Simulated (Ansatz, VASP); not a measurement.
# Bi2Se3 in VASP and in Ansatz

INCAR

```
SYSTEM = Bi2Se3
PREC = Accurate ; ENCUT = 600
EDIFF = 1E-6 ; ISMEAR = 0
SIGMA = 0.15 ; LREAL = .False.
LASPH = .True. ; NELM = 80
ALGO = Normal ; ISIF = 3
LWAVE = .False. ; LCHARG = .False.
GGA = PE ; IBRION = 2
NSW = 36 ; EDIFFG = -0.08
```

File KPOINTS:

```
Automatic mesh
0
Gamma
  2 2 2
  0 0 0
```

POSCAR

```
Bi2Se3
1.0
    3.6499042900      2.1072732200      6.5823297100
   -3.6499042900      2.1072732200      6.5823297100
    0.0000000000     -4.2145464500      6.5823297100
Bi Se
4 6
Direct
    0.3548228100      0.3548228100      0.3548228100
    0.1451771900      0.1451771900      0.1451771900
    0.6451771900      0.6451771900      0.6451771900
    0.8548228100      0.8548228100      0.8548228100
    0.9445990900      0.2500000000      0.5554009100
    0.5554009100      0.9445990900      0.2500000000
    0.7500000000      0.4445990900      0.0554009100
    0.4445990900      0.0554009100      0.7500000000
    0.0554009100      0.7500000000      0.4445990900
    0.2500000000      0.5554009100      0.9445990900
```

Input for Ansatz:

```yaml
crystal:
  lattice:
    - [3.64990429, 2.10727322, 6.58232971]
    - [-3.64990429, 2.10727322, 6.58232971]
    - [0.0, -4.21454645, 6.58232971]
  atoms:
    - { symbol: Bi, position: [0.35482281, 0.35482281, 0.35482281] }
    - { symbol: Bi, position: [0.14517719, 0.14517719, 0.14517719] }
    - { symbol: Bi, position: [0.64517719, 0.64517719, 0.64517719] }
    - { symbol: Bi, position: [0.85482281, 0.85482281, 0.85482281] }
    - { symbol: Se, position: [0.94459909, 0.25, 0.55540091] }
    - { symbol: Se, position: [0.55540091, 0.94459909, 0.25] }
    - { symbol: Se, position: [0.75, 0.44459909, 0.05540091] }
    - { symbol: Se, position: [0.44459909, 0.05540091, 0.75] }
    - { symbol: Se, position: [0.05540091, 0.75, 0.44459909] }
    - { symbol: Se, position: [0.25, 0.55540091, 0.94459909] }
basis:
  ecutwfc: 420
kpoints:
  mp_grid: { grid: [2, 2, 2] }
hamiltonian:
  xc: pbe
scf:
  occupations: { method: gaussian, width: 0.15 }
  lower_state_search: "off"
output:
  forces: true
  stress: true
  eigenvalues: true
relax:
  adjacent_minimum: "off"
  f_tol: 0.08
  max_steps: 16
  cell: { stress_tol: 0.8 }
```

Change from the starting cell: species swapped into the Fe2O3 type (R-3c, No. 167).

Alike in both runs: task relaxation of cell and atoms; functional PBE; k mesh 2 × 2 × 2; occupations gaussian, width 0.15 eV; no spin polarisation.

|  | VASP | Ansatz |
| --- | --- | --- |
| version | VASP 6.6.1 | Ansatz 0.2.0 |
| potentials or method | VASP PAW PBE potentials, release 64 (Bi_d, Se), cutoff 600 eV | scalar-relativistic, plane waves, PAW |
| valence electrons in the cell | 96 | 156 |

```tsv
	VASP	Ansatz	Ansatz less VASP
gap on the k mesh at the Fermi level, each at its own relaxed structure (eV)	1.02	1.05	+0.029
relaxed volume (Å³/atom)	32.10	31.81	-0.288
relaxed cell length with the largest relative difference (Å)	7.892	7.872	-0.0195
```

VASP's potentials hold 96 valence electrons a cell and Ansatz's 156, so a difference there can come from the potentials and not from the codes.

The k mesh is coarse, so the values compare programs but aren't converged. Neither program's run includes spin-orbit coupling.
